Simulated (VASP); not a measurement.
# Ga (Cmce) in VASP: a series of runs

Runs on Ga. Level: LDA. Tasks: single point, relaxation of volume and atoms at fixed shape.

All numbers are computed with VASP 6.6.1; they aren't measurements. Logs are shortened: lines on timing, memory, paths and dates and some standing lists are left out, and cuts for length are marked.

### 1 The cell of the first run

Symmetry: Cmce, No. 64, orthorhombic system. The conventional cell has a = 4.424 Å, b = 7.494 Å, c = 4.425 Å, α = 90.00°, β = 90.00°, γ = 90.00°. Ga (site symmetry m) has 7 Ga at 2.45 to 2.73 Å within 3.2 Å.

### 2 Single point, LDA

INCAR reads:

```
  PREC = Accurate
  ENCUT = 520
  EDIFF = 1E-7
  ISMEAR = -1
  SIGMA = 0.05
  LREAL = False
  LASPH = True
  NELM = 80
  ALGO = Normal
  ISIF = 2
  LWAVE = False
  LCHARG = False
  NBANDS = 34
```

KPOINTS reads:

```
Automatic mesh
0
Gamma
  6 6 5
```

POSCAR reads:

```
Ga
1.0
    2.2120720450     -3.7467795571      0.0000000000
    2.2120720450      3.7467795571      0.0000000000
    0.0000000000      0.0000000000      4.4251222337
Ga
4
Direct
    0.8441750868      0.1558249132      0.0835879448
    0.6558249132      0.3441750868      0.5835879448
    0.1558249132      0.8441750868      0.9164120552
    0.3441750868      0.6558249132      0.4164120552
```

Potentials or basis: VASP PAW LDA potentials, release 64 (Ga_d).

Started as:

```console
cat potpaw_LDA.64/Ga_d/POTCAR > POTCAR
mpirun -np 1 vasp_std > vasp.out
```

OUTCAR:

```text
PREC = Accurate
   ENCUT = 520
   EDIFF = 1E-7
   ISMEAR = -1
   LREAL = False
   LASPH = True
   NELM = 80
   ISIF = 2

 ion  position               nearest neighbor table
   1  0.844  0.156  0.084-   3 2.45   2 2.62   2 2.62   4 2.66   4 2.66   3 2.73   3 2.73
   2  0.656  0.344  0.584-   4 2.45   1 2.62   1 2.62   3 2.66   3 2.66   4 2.73   4 2.73
   3  0.156  0.844  0.916-   1 2.45   4 2.62   4 2.62   2 2.66   2 2.66   1 2.73   1 2.73
   4  0.344  0.656  0.416-   2 2.45   3 2.62   3 2.62   1 2.66   1 2.66   2 2.73   2 2.73

  LATTYP: Found a base centered orthorhombic cell.
 ALAT       =     4.4241440900
 B/A-ratio  =     1.6937873093
 C/A-ratio  =     1.0002210922

  Lattice vectors:

 A1 = (   2.2120720450,  -3.7467795571,   0.0000000000)
 A2 = (   2.2120720450,   3.7467795571,   0.0000000000)
 A3 = (   0.0000000000,   0.0000000000,   4.4251222337)

Analysis of symmetry for initial positions (statically):
=====================================================================
 Subroutine PRICEL returns:
 Original cell was already a primitive cell.

 Routine SETGRP: Setting up the symmetry group for a
 base centered orthorhombic supercell.

 Subroutine GETGRP returns: Found  8 space group operations
 (whereof  4 operations were pure point group operations)
 out of a pool of  8 trial point group operations.

The static configuration has the point symmetry C_2h.
 The point group associated with its full space group is D_2h.

Analysis of symmetry for dynamics (positions and initial velocities):
=====================================================================
 Subroutine PRICEL returns:
 Original cell was already a primitive cell.

 Routine SETGRP: Setting up the symmetry group for a
 base centered orthorhombic supercell.

 Subroutine GETGRP returns: Found  8 space group operations
 (whereof  4 operations were pure point group operations)
 out of a pool of  8 trial point group operations.

The dynamic configuration has the point symmetry C_2h.
 The point group associated with its full space group is D_2h.

 Subroutine INISYM returns: Found  8 space group operations
 (whereof  4 operations are pure point group operations),
 and found     1 'primitive' translations

----------------------------------------------------------------------------------------

                                     Primitive cell

  volume of cell :      73.3521

  direct lattice vectors                    reciprocal lattice vectors
[... 90 lines left out ...]
   NELM   =     80;   NELMIN=  2; NELMDL= -5     # of ELM steps
   EDIFF  = 0.1E-06   stopping-criterion for ELM
   LREAL  =      F    real-space projection
   EDIFFG = 0.1E-05   stopping-criterion for IOM
   NSW    =      0    number of steps for IOM
   IBRION =     -1    ionic relax: 0-MD 1-quasi-New 2-CG
   NFREE  =      0    steps in history (QN), initial steepest desc. (CG)
   ISIF   =      2    stress and relaxation
   ISYM   =      2    0-nonsym 1-usesym 2-fastsym
   POTIM  = 0.5000    time-step for ionic-motion
   TEBEG  =    0.0;   TEEND  =   0.0 temperature during run
   PSTRESS=    0.0 pullay stress
   NELECT =      52.0000    total number of electrons
   NUPDOWN=      -1.0000    fix difference up-down
   EMIN   =  10.00;   EMAX   =-10.00  energy-range for DOS
   EFERMI =   0.00;   METHOD = LEGACY
   ISMEAR =    -1;   SIGMA  =   0.05  broadening in eV -4-tet -1-fermi 0-gaus
   EFERMI_NEDOS =   21; number of points for ismear=-14 and -15
   IALGO  =     38    algorithm
   IMIX   =      4    mixing-type and parameters
     AMIX     =   0.40;   BMIX     =  1.00
     AMIX_MAG =   1.60;   BMIX_MAG =  1.00
  volume/ion in A,a.u.               =      18.34       123.75
  Fermi-wavevector in a.u.,A,eV,Ry     =   1.459727  2.758485 28.991344  2.130804
  Thomas-Fermi vector in A             =   2.576260
   LORBIT       =      0    0 simple, 1 ext, 2 COOP (PROOUT), +10 PAW based schemes
   GGA     = CA    functional components
   LHFCALC =     F    Hartree Fock is set to
   AEXX    =    0.0000 exact exchange contribution
   IVDW    =     0    specifies the selected vdW correction
   LEPSILON=     F    determine dielectric tensor
   LRPA    =     F    only Hartree local field effects (RPA)
 non-spin polarized calculation
  energy-cutoff  :      520.00
  volume of cell :       73.35
 maximum number of plane-waves:      1998
   NGX = 17   NGY = 17   NGZ = 17

 number of electron      52.0000015 magnetization

 Free energy of the ion-electron system (eV)
  ---------------------------------------------------
  ext. energy  EPLUGINS =         0.00000000
  ---------------------------------------------------
  free energy    TOTEN  =       -14.43414244 eV

  energy without entropy =      -14.42357903  energy(sigma->0) =      -14.42886073

 E-fermi :   5.3028     XC(G=0): -11.3059

 val. band max:        5.3002943763   @ k =  -0.3333   0.3333   0.4000
 cond. band min:       5.3189498917   @ k =   0.3333   0.3333   0.0000
 fundamental gap:      0.0186555153
 Fermi energy:         5.3028264310

 k-point     1 :       0.0000    0.0000    0.0000
  band No.  band energies     occupation
      1      -9.9737      2.00000
      2      -9.9656      2.00000
      3      -9.9272      2.00000
      4      -9.9069      2.00000
      5      -9.8827      2.00000
      6      -9.8586      2.00000
[... 877 lines left out ...]
     33      13.5448      0.00000
     34      14.2147      0.00000

 [... further k-points ...]

------------------------ aborting loop because EDIFF is reached ----------------------------------------

  FORCE on cell =-STRESS in cart. coord.  units (eV):
  Direction    XX          YY          ZZ          XY          YZ          ZX
  --------------------------------------------------------------------------------------
  -------------------------------------------------------------------------------------
  Total        0.0117605     -0.0196716      0.3249521      0.0000000      0.0000000      0.0000000
  in kB        0.2568758     -0.4296735      7.0976934      0.0000000      0.0000000      0.0000000
  external PRESSURE =       2.3082986 kB  Pullay stress =       0.0000000 kB

 VOLUME and BASIS-vectors are now :
 -----------------------------------------------------------------------------
  energy-cutoff  :      520.00
  volume of cell :       73.35
      direct lattice vectors                 reciprocal lattice vectors
     2.212072045 -3.746779557  0.000000000     0.226032421 -0.133447936  0.000000000
     2.212072045  3.746779557  0.000000000     0.226032421  0.133447936  0.000000000
     0.000000000  0.000000000  4.425122234     0.000000000  0.000000000  0.225982458

 POSITION                                       TOTAL-FORCE (eV/Angst)
 -----------------------------------------------------------------------------------
      2.21207     -2.57910      0.36989         0.000000      0.002183      0.009594
      2.21207     -1.16768      2.58245         0.000000     -0.002183      0.009594
      2.21207      2.57910      4.05524         0.000000     -0.002183     -0.009594
      2.21207      1.16768      1.84267         0.000000      0.002183     -0.009594
 -----------------------------------------------------------------------------------
    total drift:                                0.000000      0.000000      0.000000

  FREE ENERGIE OF THE ION-ELECTRON SYSTEM (eV)
  ---------------------------------------------------
  free  energy   TOTEN  =       -14.4341424353 eV

  energy  without entropy=      -14.4235790303  energy(sigma->0) =      -14.42886073
```

stdout:

```text
POSCAR found type information on POSCAR Ga
 POSCAR found :  1 types and       4 ions
 scaLAPACK will be used
 LDA part: xc-table for (Slater(with rela. corr.)+CA(PZ))
 , standard interpolation
 POSCAR, INCAR and KPOINTS ok, starting setup
 FFT: planning ... GRIDC
 FFT: planning ... GRID_SOFT
 FFT: planning ... GRID
 WAVECAR not read
 entering main loop
```

Wall time 57 s (1 thread of Intel Xeon Platinum 8488C (Sapphire Rapids), shared host); peak memory 0.19 GiB.

Results:

```
Free energy            : -14.4341 eV
Pressure               : 0.2 GPa
Largest force          : 0.010 eV/Å
Band gap on the k mesh : zero (bands 26 and 27 overlap by 0.64 eV)
```

Forces on the atoms (eV/Å):
```
Ga   0.000  0.002  0.010
Ga   0.000 -0.002  0.010
Ga   0.000 -0.002 -0.010
Ga   0.000  0.002 -0.010
```

Stress tensor (GPa, compression positive):
```
 0.03  0.00  0.00
 0.00 -0.04  0.00
 0.00  0.00  0.71
```

Levels at points of the mesh, in eV from the Fermi level:
```tsv
k point	band 24	band 25	band 26	band 27	band 28	band 29
(0.00, 0.00, 0.00)	-1.79	-1.62	-0.73	0.98	1.12	1.13
(0.50, 0.00, 0.00)	-3.44	-1.39	-1.39	0.86	0.86	4.43
(0.50, 0.50, 0.00)	-3.44	-1.64	-1.55	1.18	1.29	3.62
```

### 3 Relaxation of volume and atoms at fixed shape, LDA

This run uses another cell than the first one, of 19.59 Å³/atom.

INCAR reads:

```
SYSTEM = Ga
PREC = Accurate ; ENCUT = 600
EDIFF = 1E-6 ; ISMEAR = -1
SIGMA = 0.05 ; LREAL = .FALSE.
LASPH = .TRUE. ; NELM = 100
ALGO = Normal ; ISIF = 8
LWAVE = .FALSE. ; LCHARG = .FALSE.
IBRION = 2 ; NSW = 80
EDIFFG = -0.03
```

KPOINTS reads:

```
Automatic mesh
0
G
  6 6 5
  0 0 0
```

POSCAR reads:

```
Ga
1.0
    2.2615000000     -3.8305000000      0.0000000000
    2.2615000000      3.8305000000      0.0000000000
    0.0000000000      0.0000000000      4.5240000000
Ga
4
Direct
    0.8451000000      0.1549000000      0.0810000000
    0.6549000000      0.3451000000      0.5810000000
    0.1549000000      0.8451000000      0.9190000000
    0.3451000000      0.6549000000      0.4190000000
```

Potentials or basis: VASP PAW LDA potentials, release 64 (Ga_d).

Started as:

```console
cat potpaw_LDA.64/Ga_d/POTCAR > POTCAR
mpirun -np 1 vasp_std > vasp.out
```

It took 2.3 min on 1 thread of Intel Xeon Platinum 8488C (Sapphire Rapids), shared host; peak memory 0.22 GiB.

It converged, with:

* Free energy: -14.4348 eV
* Relaxed volume: 18.40 Å³/atom
* Relaxed cell: a = 4.356 Å, b = 4.356 Å, c = 4.430 Å, α = 90.00°, β = 90.00°, γ = 118.89°
* Space group after relaxing (to 0.1 Å): Cmce (No. 64)
* Energy gained by relaxing: 14.6 meV/atom
* Ionic steps: 4
* Pressure after relaxing: 0.0 GPa
* Largest force after relaxing: 0.027 eV/Å
* Band gap on the k mesh: zero (bands 26 and 27 overlap by 0.63 eV)

Forces in eV/Å, atoms in the order of the input:
```
Ga   0.000  0.008  0.026
Ga   0.000 -0.008  0.026
Ga   0.000 -0.008 -0.026
Ga   0.000  0.008 -0.026
```

Stress tensor (GPa, compression positive):
```
-0.26  0.00  0.00
 0.00 -0.18  0.00
 0.00  0.00  0.34
```

Step by step:
| step | energy change (eV) | largest force (eV/Å) | pressure (GPa) | volume (Å³) |
| --- | --- | --- | --- | --- |
| 1 | 0.0000 | 0.1240 | -3.54 | 78.38 |
| 2 | -0.0578 | 0.0502 | 0.04 | 73.58 |
| 3 | -0.0578 | 0.0509 | 0.01 | 73.58 |
| 4 | -0.0582 | 0.0274 | -0.04 | 73.60 |

Final structure:
```
Ga
1.0
     2.21460   -3.75107    0.00000
     2.21460    3.75107    0.00000
     0.00000    0.00000    4.43018
Ga
4
Direct
  0.84410 0.15590 0.08171
  0.65590 0.34410 0.58171
  0.15590 0.84410 0.91829
  0.34410 0.65590 0.41829
```

Levels at points of the mesh, in eV from the Fermi level:
```tsv
k point	band 24	band 25	band 26	band 27	band 28	band 29
(0.00, 0.00, 0.00)	-1.78	-1.63	-0.73	0.98	1.10	1.14
(0.50, 0.00, 0.00)	-3.44	-1.37	-1.37	0.83	0.83	4.41
(0.50, 0.50, 0.00)	-3.43	-1.65	-1.55	1.17	1.30	3.58
```
